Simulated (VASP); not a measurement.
Here is a VASP 6.6.1 calculation.

Contents of INCAR:

```
SYSTEM = Ge
  PREC = Accurate
  ENCUT = 600
  EDIFF = 1E-7
  ISMEAR = -1
  SIGMA = 0.15
  LREAL = .FALSE.
  LASPH = .TRUE.
  NELM = 60
  ALGO = Normal
  ISIF = 3
  LWAVE = .FALSE.
  LCHARG = .FALSE.
  GGA = PS
  IBRION = 2
  NSW = 80
  EDIFFG = -0.001
  PSTRESS = 70.0
```

Contents of KPOINTS:

```
regular mesh
0
G
  14 14 14
  0 0 0
```

Contents of POSCAR:

```
Ge
1.0
    0.0000000000      2.8387418727      2.8387418727
    2.8387418727      0.0000000000      2.8387418727
    2.8387418727      2.8387418727      0.0000000000
Ge
2
Direct
    0.5000000000      0.5000000000      0.5000000000
    0.7500000000      0.7500000000      0.7500000000
```

Potentials or basis: VASP PAW PBE potentials, release 64 (Ge_d).

Run with:

```console
$ cat potpaw_PBE.64/Ge_d/POTCAR > POTCAR
$ mpirun -np 1 vasp_std > vasp.out
```

(1) What does it give for the relaxed volume?

(2) Estimate the relaxed cell.

(3) Estimate the band gap on the k mesh.

(4) Estimate the space group after relaxing (to 0.1 Å).

## Answers

(1) 20.98 Å³/atom.

(2) a = 3.900 Å, b = 3.900 Å, c = 3.900 Å, α = 60.00°, β = 60.00°, γ = 60.00°.

(3) 0.37 eV (least direct gap 0.71 eV).

(4) Fd-3m (No. 227).

Caveat: the cell is relaxed towards a set pressure, so the run minimises the enthalpy, not the energy; the PAW data sets were made with another functional, which shifts forces and pressure a little.
